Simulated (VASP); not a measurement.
# Hf (Im-3m) in VASP: further runs

Aim: see how the results for Hf move with the level of theory and the settings. Levels: revPBE+D3(BJ), BLYP+D3(BJ), PBE+D4. Tasks: single point.

All numbers are computed with VASP 6.6.1; they aren't measurements. Logs are shortened: lines on timing, memory, paths and dates and some standing lists are left out, and cuts for length are marked.

### Step 1. The cell of the first run

The structure is cubic, space group Im-3m (No. 229). Conventional cell: a = 3.502 Å, b = 3.502 Å, c = 3.502 Å, α = 90.00°, β = 90.00°, γ = 90.00°. Within 4.0 Å of Hf (site symmetry m-3m) lie 14 Hf at 3.03 to 3.50 Å.

### Step 2. Single point, revPBE+D3(BJ)

File INCAR:

```
PREC     = Accurate       # precision mode
ENCUT    = 520            # plane-wave cutoff, eV
EDIFF    = 1E-6           # SCF threshold, eV
ISMEAR   = -1             # smearing method
SIGMA    = 0.05           # smearing width, eV
LREAL    = False          # projectors in reciprocal space
LASPH    = True           # aspherical terms in the spheres
NELM     = 80             # most SCF steps
ALGO     = Normal         # electronic algorithm
ISIF     = 2              # what is computed and relaxed
LWAVE    = False          # write WAVECAR
LCHARG   = False          # write CHGCAR
GGA      = RE             # functional
IVDW     = 12             # dispersion correction
NBANDS   = 11             # bands
```

File KPOINTS:

```
regular mesh
0
Gamma
  10 10 10
```

File POSCAR:

```
Hf
1.0
   -1.7511521026      1.7511521026      1.7511521026
    1.7511521026     -1.7511521026      1.7511521026
    1.7511521026      1.7511521026     -1.7511521026
Hf
1
Direct
    0.0000000000      0.0000000000      0.0000000000
```

Potentials or basis: VASP PAW PBE potentials, release 64 (Hf_pv).

Command:

```bash
$ cat potpaw_PBE.64/Hf_pv/POTCAR > POTCAR
$ mpirun -np 1 vasp_std > vasp.out
```

OUTCAR:

```text
PREC = Accurate
   ENCUT = 520
   EDIFF = 1E-6
   ISMEAR = -1
   LREAL = False
   LASPH = True
   NELM = 80
   ISIF = 2
   GGA = RE
   IVDW = 12
 IVDW          = 12

 ion  position               nearest neighbor table
   1  0.000  0.000  0.000-

  LATTYP: Found a body centered cubic cell.
 ALAT       =     3.5023042052

  Lattice vectors:

 A1 = (  -1.7511521026,   1.7511521026,   1.7511521026)
 A2 = (   1.7511521026,  -1.7511521026,   1.7511521026)
 A3 = (   1.7511521026,   1.7511521026,  -1.7511521026)

Analysis of symmetry for initial positions (statically):
=====================================================================
 Subroutine PRICEL returns:
 Original cell was already a primitive cell.

 Routine SETGRP: Setting up the symmetry group for a
 body centered cubic supercell.

 Subroutine GETGRP returns: Found 48 space group operations
[... 9 lines left out ...]

 Routine SETGRP: Setting up the symmetry group for a
 body centered cubic supercell.

 Subroutine GETGRP returns: Found 48 space group operations
[... 11 lines left out ...]
                                     Primitive cell

  volume of cell :      21.4799

  direct lattice vectors                    reciprocal lattice vectors
    -1.751152103  1.751152103  1.751152103     0.000000000  0.285526311  0.285526311
     1.751152103 -1.751152103  1.751152103     0.285526311  0.000000000  0.285526311
     1.751152103  1.751152103 -1.751152103     0.285526311  0.285526311  0.000000000

  length of vectors
     3.033084413  3.033084413  3.033084413     0.403795182  0.403795182  0.403795182

  position of ions in fractional coordinates (direct lattice)
     0.000000000  0.000000000  0.000000000

  ion indices of the primitive-cell ions
   primitive index   ion index
                 1           1

----------------------------------------------------------------------------------------

 KPOINTS: regular mesh

Automatic generation of k-mesh.
 Grid dimensions read from file:
 generate k-points for:   10   10   10

 Generating k-lattice:

  Cartesian coordinates                     Fractional coordinates (reciprocal lattice)
     0.000000000  0.028552631  0.028552631     0.100000000  0.000000000  0.000000000
     0.028552631  0.000000000  0.028552631     0.000000000  0.100000000  0.000000000
     0.028552631  0.028552631  0.000000000     0.000000000  0.000000000  0.100000000

  Length of vectors
     0.040379518  0.040379518  0.040379518

  Shift w.r.t. Gamma in fractional coordinates (k-lattice)
     0.000000000  0.000000000  0.000000000

 Subroutine IBZKPT returns following result:
 ===========================================

 Found     47 irreducible k-points:

 Following reciprocal coordinates:
            Coordinates               Weight
  0.000000  0.000000  0.000000      1.000000
  0.100000  0.000000  0.000000     12.000000
  0.200000  0.000000  0.000000     12.000000
  0.300000  0.000000  0.000000     12.000000
  0.400000  0.000000  0.000000     12.000000
  0.500000  0.000000  0.000000      6.000000
[... 16 lines left out ...]
  0.300000  0.300000  0.100000      8.000000
 -0.300000  0.300000  0.100000     24.000000
 [... further k-points ...]
   k-points           NKPTS =     47   k-points in BZ     NKDIM =     47   number of bands    NBANDS=     11
   number of dos      NEDOS =    301   number of ions     NIONS =      1
   total plane-waves  NPLWV =  13824
   dimension x,y,z NGX =    24 NGY =   24 NGZ =   24
   dimension x,y,z NGXF=    48 NGYF=   48 NGZF=   48
   ions per type =               1
   NGX,Y,Z   is equivalent  to a cutoff of  13.15, 13.15, 13.15 a.u.
   NGXF,Y,Z  is equivalent  to a cutoff of  26.31, 26.31, 26.31 a.u.
 SYSTEM =  unknown system
   PREC   = accura    normal or accurate (medium, high low for compatibility)
   ISTART =      0    job   : 0-new  1-cont  2-samecut
   ICHARG =      2    charge: 1-file 2-atom 10-const
   ISPIN  =      1    spin polarized calculation?
   LNONCOLLINEAR =      F non collinear calculations
   LSORBIT =      F    spin-orbit coupling
   LASPH  =      T    aspherical Exc in radial PAW
   ENCUT  =  520.0 eV  38.22 Ry    6.18 a.u.   5.64  5.64  5.64*2*pi/ulx,y,z
   NELM   =     80;   NELMIN=  2; NELMDL= -5     # of ELM steps
   EDIFF  = 0.1E-05   stopping-criterion for ELM
   LREAL  =      F    real-space projection
   EDIFFG = 0.1E-04   stopping-criterion for IOM
   NSW    =      0    number of steps for IOM
   IBRION =     -1    ionic relax: 0-MD 1-quasi-New 2-CG
   NFREE  =      0    steps in history (QN), initial steepest desc. (CG)
   ISIF   =      2    stress and relaxation
   ISYM   =      2    0-nonsym 1-usesym 2-fastsym
   POTIM  = 0.5000    time-step for ionic-motion
   TEBEG  =    0.0;   TEEND  =   0.0 temperature during run
   PSTRESS=    0.0 pullay stress
   NELECT =      10.0000    total number of electrons
   NUPDOWN=      -1.0000    fix difference up-down
   EMIN   =  10.00;   EMAX   =-10.00  energy-range for DOS
   EFERMI =   0.00;   METHOD = LEGACY
   ISMEAR =    -1;   SIGMA  =   0.05  broadening in eV -4-tet -1-fermi 0-gaus
   EFERMI_NEDOS =   21; number of points for ismear=-14 and -15
   IALGO  =     38    algorithm
   IMIX   =      4    mixing-type and parameters
     AMIX     =   0.40;   BMIX     =  1.00
     AMIX_MAG =   1.60;   BMIX_MAG =  1.00
  volume/ion in A,a.u.               =      21.48       144.95
  Fermi-wavevector in a.u.,A,eV,Ry     =   1.268813  2.397709 21.903836  1.609887
  Thomas-Fermi vector in A             =   2.401888
   LORBIT       =      0    0 simple, 1 ext, 2 COOP (PROOUT), +10 PAW based schemes
   GGA     = RE    functional components
   LHFCALC =     F    Hartree Fock is set to
   AEXX    =    0.0000 exact exchange contribution
   IVDW    =    12    specifies the selected vdW correction
   LEPSILON=     F    determine dielectric tensor
   LRPA    =     F    only Hartree local field effects (RPA)
 non-spin polarized calculation
  energy-cutoff  :      520.00
  volume of cell :       21.48
 maximum number of plane-waves:       603
   NGX = 11   NGY = 11   NGZ = 11

 number of electron      10.0000000 magnetization

 number of electron       9.9999998 magnetization

 Free energy of the ion-electron system (eV)
  ---------------------------------------------------
  ext. energy  EPLUGINS =         0.00000000
  ---------------------------------------------------
  free energy    TOTEN  =        -9.38797933 eV

  energy without entropy =       -9.37456883  energy(sigma->0) =       -9.38127408

 E-fermi :   4.9432     XC(G=0): -11.4255

 val. band max:        4.9102219709   @ k =  -0.4000   0.4000   0.1000
 cond. band min:       4.9674382162   @ k =   0.3000   0.2000   0.0000
 fundamental gap:      0.0572162453
 Fermi energy:         4.9431709066

 k-point     1 :       0.0000    0.0000    0.0000
  band No.  band energies     occupation
      1     -24.7777      2.00000
      2     -24.7777      2.00000
      3     -24.7777      2.00000
      4      -2.2400      2.00000
      5       6.5082      0.00000
      6       6.5082      0.00000
      7       6.5082      0.00000
      8       9.4013      0.00000
      9       9.4013      0.00000
     10      18.3746      0.00000
     11      18.3746      0.00000

 k-point     2 :       0.1000    0.0000    0.0000
  band No.  band energies     occupation
      1     -24.8734      2.00000
      2     -24.8072      2.00000
      3     -24.7782      2.00000
      4      -1.8571      2.00000
      5       6.2402      0.00000
      6       6.3815      0.00000
      7       6.8896      0.00000
      8       9.0142      0.00000
      9       9.3980      0.00000
     10      18.3945      0.00000
     11      18.7291      0.00000

 k-point     3 :       0.2000    0.0000    0.0000
  band No.  band energies     occupation
      1     -25.1166      2.00000
      2     -24.8836      2.00000
      3     -24.7795      2.00000
      4      -0.8233      2.00000
      5       5.6250      0.00000
      6       5.8217      0.00000
      7       7.9998      0.00000
      8       8.7646      0.00000
      9       9.4606      0.00000
     10      18.3919      0.00000
     11      19.0527      0.00000

 k-point     4 :       0.3000    0.0000    0.0000
  band No.  band energies     occupation
      1     -25.4038      2.00000
      2     -24.9764      2.00000
      3     -24.7812      2.00000
      4       0.4595      2.00000
      5       4.9861      0.59549
      6       5.2647      0.00322
      7       9.0698      0.00000
      8       9.6985      0.00000
      9       9.7221      0.00000
     10      17.8060      0.00000
     11      18.3625      0.00000

 k-point     5 :       0.4000    0.0000    0.0000
  band No.  band energies     occupation
      1     -25.6263      2.00000
      2     -25.0503      2.00000
      3     -24.7827      2.00000
      4       1.2674      2.00000
      5       4.5369      1.99941
      6       5.5729      0.00001
      7       9.3295      0.00000
      8      10.0805      0.00000
      9      11.7392      0.00000
     10      16.2370      0.00000
     11      16.5752      0.00000
[... 211 lines left out ...]
 k-point    21 :       0.3000    0.2000    0.1000
  band No.  band energies     occupation
      1     -25.5194      2.00000
      2     -25.1976      2.00000
      3     -24.9491      2.00000
      4       3.0222      2.00000
      5       4.1697      2.00000
      6       4.8176      1.84977
      7       9.8945      0.00000
      8      10.3344      0.00000
      9      13.0192      0.00000
     10      14.6424      0.00000
     11      17.3276      0.00000

 k-point    22 :      -0.2000    0.2000    0.1000
  band No.  band energies     occupation
      1     -25.1178      2.00000
      2     -24.9148      2.00000
      3     -24.8531      2.00000
      4      -0.4755      2.00000
      5       5.9143      0.00000
      6       5.9305      0.00000
      7       7.5655      0.00000
      8       7.8676      0.00000
      9      10.1597      0.00000
     10      18.3892      0.00000
     11      19.4265      0.00000

 k-point    23 :       0.3000    0.3000    0.1000
  band No.  band energies     occupation
      1     -25.3706      2.00000
      2     -25.3706      2.00000
      3     -24.9779      2.00000
      4       3.4763      2.00000
      5       4.4654      1.99986
      6       4.4654      1.99986
      7      10.2345      0.00000
      8      10.2345      0.00000
      9      11.9046      0.00000
     10      16.1744      0.00000
     11      16.1744      0.00000

 k-point    24 :      -0.3000    0.3000    0.1000
  band No.  band energies     occupation
      1     -25.3906      2.00000
      2     -25.0092      2.00000
      3     -24.8514      2.00000
      4       0.7921      2.00000
      5       5.1232      0.05313
      6       5.3371      0.00076
      7       8.0122      0.00000
      8       9.5847      0.00000
      9      10.2860      0.00000
     10      17.4438      0.00000
     11      18.3992      0.00000

 [... further k-points ...]

------------------------ aborting loop because EDIFF is reached ----------------------------------------

 Edisp (eV)   -0.82080

 E8    (eV) :    -0.6262

  FORCE on cell =-STRESS in cart. coord.  units (eV):
  Direction    XX          YY          ZZ          XY          YZ          ZX
  --------------------------------------------------------------------------------------
  -------------------------------------------------------------------------------------
  Total      -0.04822    -0.04822    -0.04822     0.00000    -0.00000    -0.00000
  in kB      -3.59676    -3.59676    -3.59676     0.00000    -0.00000    -0.00000
  external pressure =       -3.60 kB  Pullay stress =        0.00 kB

 VOLUME and BASIS-vectors are now :
 -----------------------------------------------------------------------------
  energy-cutoff  :      520.00
  volume of cell :       21.48
      direct lattice vectors                 reciprocal lattice vectors
    -1.751152103  1.751152103  1.751152103     0.000000000  0.285526311  0.285526311
     1.751152103 -1.751152103  1.751152103     0.285526311  0.000000000  0.285526311
     1.751152103  1.751152103 -1.751152103     0.285526311  0.285526311  0.000000000

 POSITION                                       TOTAL-FORCE (eV/Angst)
 -----------------------------------------------------------------------------------
      0.00000      0.00000      0.00000         0.000000      0.000000     -0.000000
 -----------------------------------------------------------------------------------
    total drift:                               -0.000000      0.000000      0.000000

  FREE ENERGIE OF THE ION-ELECTRON SYSTEM (eV)
  ---------------------------------------------------
  free  energy   TOTEN  =       -10.2087788317 eV

  energy  without entropy=      -10.1953683333  energy(sigma->0) =      -10.20207358
```

Wall time 7.8 s (1 thread of Intel Xeon 8259CL, shared host); peak memory 0.15 GiB.

What came out:

| Item | Value |
| --- | --- |
| Free energy | -10.2088 eV |
| Pressure | -0.4 GPa |
| Band gap on the k mesh | zero (band 5 reaches 6.51 eV, above the bottom of band 6 at 4.14 eV) |
| Dispersion energy per atom | -0.821 eV |

Caveat: the PAW data sets were made with another functional, which shifts forces and pressure a little; spin-orbit coupling is left out, which moves the levels of the heavy elements; pairwise dispersion overbinds metals, which lowers pressure and volume.

### Step 3. Single point, BLYP+D3(BJ)

This run uses another cell than the first one, of 20.97 Å³/atom, 0.976 times its volume.

File INCAR:

```
SYSTEM = Hf
PREC = Accurate
ENCUT = 520
EDIFF = 1E-6
ISMEAR = -1
SIGMA = 0.05
LREAL = .FALSE.
LASPH = .TRUE.
NELM = 80
ALGO = Normal
ISIF = 2
LWAVE = .FALSE.
LCHARG = .TRUE.
GGA = B5
ALDAX = 1.0
AGGAX = 1.0
AGGAC = 1.0
ALDAC = 0.0
IVDW = 12
VDW_S6 = 1.0
VDW_S8 = 2.6996
VDW_A1 = 0.4298
VDW_A2 = 4.2359
LELF = .TRUE.
LVHAR = .TRUE.
NBANDS = 11
```

File KPOINTS:

```
regular mesh
0
G
  10 10 10
  0 0 0
```

File POSCAR:

```
Hf
1.0
   -1.7371323543      1.7371323543      1.7371323543
    1.7371323543     -1.7371323543      1.7371323543
    1.7371323543      1.7371323543     -1.7371323543
Hf
1
Direct
    0.0000000000      0.0000000000      0.0000000000
```

Potentials or basis: VASP PAW PBE potentials, release 64 (Hf_pv).

Command:

```bash
$ cat potpaw_PBE.64/Hf_pv/POTCAR > POTCAR
$ mpirun -np 1 vasp_std > vasp.out
```

OUTCAR:

```text
SYSTEM = Hf
   PREC = Accurate
   ENCUT = 520
   EDIFF = 1E-6
   ISMEAR = -1
   LREAL = .FALSE.
   LASPH = .TRUE.
   NELM = 80
   ISIF = 2
   GGA = B5
   IVDW = 12
 IVDW          = 12

 ion  position               nearest neighbor table
   1  0.000  0.000  0.000-

  LATTYP: Found a body centered cubic cell.
 ALAT       =     3.4742647086

  Lattice vectors:

 A1 = (  -1.7371323543,   1.7371323543,   1.7371323543)
 A2 = (   1.7371323543,  -1.7371323543,   1.7371323543)
 A3 = (   1.7371323543,   1.7371323543,  -1.7371323543)

Analysis of symmetry for initial positions (statically):
=====================================================================
 Subroutine PRICEL returns:
 Original cell was already a primitive cell.

 Routine SETGRP: Setting up the symmetry group for a
 body centered cubic supercell.

 Subroutine GETGRP returns: Found 48 space group operations
[... 9 lines left out ...]

 Routine SETGRP: Setting up the symmetry group for a
 body centered cubic supercell.

 Subroutine GETGRP returns: Found 48 space group operations
[... 11 lines left out ...]
                                     Primitive cell

  volume of cell :      20.9681
[... 143 lines left out ...]

 k-point     1 :       0.0000    0.0000    0.0000
  band No.  band energies     occupation
      1     -23.9506      2.00000
      2     -23.9506      2.00000
      3     -23.9506      2.00000
      4      -1.5362      2.00000
      5       7.0199      0.00000
      6       7.0199      0.00000
      7       7.0199      0.00000
      8       9.9756      0.00000
      9       9.9756      0.00000
     10      18.3822      0.00000
     11      19.3337      0.00000
[... 309 lines left out ...]
 k-point    24 :      -0.3000    0.3000    0.1000
  band No.  band energies     occupation
      1     -24.6281      2.00000
      2     -24.2057      2.00000
      3     -24.0323      2.00000
      4       1.5388      2.00000
      5       5.7545      0.10690
      6       5.8595      0.01372
      7       8.6019      0.00000
      8      10.1871      0.00000
      9      10.8708      0.00000
     10      18.2628      0.00000
     11      18.5417      0.00000

 [... further k-points ...]

------------------------ aborting loop because EDIFF is reached ----------------------------------------

 Edisp (eV)   -1.20354

 E8    (eV) :    -0.9682

  FORCE on cell =-STRESS in cart. coord.  units (eV):
  Direction    XX          YY          ZZ          XY          YZ          ZX
  --------------------------------------------------------------------------------------
  -------------------------------------------------------------------------------------
  Total       0.01453     0.01453     0.01453     0.00000    -0.00000     0.00000
  in kB       1.11020     1.11020     1.11020     0.00000    -0.00000     0.00000
  external pressure =        1.11 kB  Pullay stress =        0.00 kB

 VOLUME and BASIS-vectors are now :
 -----------------------------------------------------------------------------
  energy-cutoff  :      520.00
  volume of cell :       20.97
      direct lattice vectors                 reciprocal lattice vectors
    -1.737132354  1.737132354  1.737132354     0.000000000  0.287830688  0.287830688
     1.737132354 -1.737132354  1.737132354     0.287830688  0.000000000  0.287830688
     1.737132354  1.737132354 -1.737132354     0.287830688  0.287830688  0.000000000

 POSITION                                       TOTAL-FORCE (eV/Angst)
 -----------------------------------------------------------------------------------
      0.00000      0.00000      0.00000        -0.000000      0.000000     -0.000000
 -----------------------------------------------------------------------------------
    total drift:                                0.000000      0.000000     -0.000000

  FREE ENERGIE OF THE ION-ELECTRON SYSTEM (eV)
  ---------------------------------------------------
  free  energy   TOTEN  =        -9.6035388526 eV

  energy  without entropy=       -9.5894656352  energy(sigma->0) =       -9.59650224
```

OSZICAR:

```text
N       E                     dE             d eps       ncg     rms          rms(c)
DAV:   1     0.150698729743E+02    0.15070E+02   -0.57121E+03  1042   0.842E+02
DAV:   2    -0.818691712211E+01   -0.23257E+02   -0.22388E+02  1253   0.158E+02
DAV:   3    -0.867073066180E+01   -0.48381E+00   -0.47822E+00  1283   0.153E+01
DAV:   4    -0.867236030908E+01   -0.16296E-02   -0.16295E-02  1173   0.110E+00
DAV:   5    -0.867236975317E+01   -0.94441E-05   -0.94446E-05  1298   0.750E-02    0.433E+01
DAV:   6    -0.846651632552E+01    0.20585E+00   -0.17923E-01  1151   0.321E+00    0.252E+01
DAV:   7    -0.840234589440E+01    0.64170E-01   -0.24651E-01  1169   0.369E+00    0.121E+00
DAV:   8    -0.839994213329E+01    0.24038E-02   -0.16998E-02  1130   0.901E-01    0.112E-01
DAV:   9    -0.839998920657E+01   -0.47073E-04   -0.29565E-04  1279   0.134E-01    0.379E-02
DAV:  10    -0.840000008809E+01   -0.10882E-04   -0.26927E-05  1106   0.452E-02    0.195E-02
DAV:  11    -0.840000011850E+01   -0.30409E-07   -0.19688E-06  1216   0.105E-02
   1 F= -.96035389E+01 E0= -.95965022E+01  d E =-.140732E-01
```

Run time: 13 s. Hardware: 1 thread of Intel Xeon 8259CL, shared host; peak memory 0.15 GiB.

Results:

| Property | Result |
| --- | --- |
| Free energy | -9.6035 eV |
| Pressure | 0.1 GPa |
| Band gap on the k mesh | zero (band 5 reaches 7.02 eV, above the bottom of band 6 at 4.76 eV) |
| Dispersion energy per atom | -1.204 eV |

Caveat: the PAW data sets were made with another functional, which shifts forces and pressure a little; spin-orbit coupling is left out, which moves the levels of the heavy elements; pairwise dispersion overbinds metals, which lowers pressure and volume.

(Continued in part 2 of 2.)
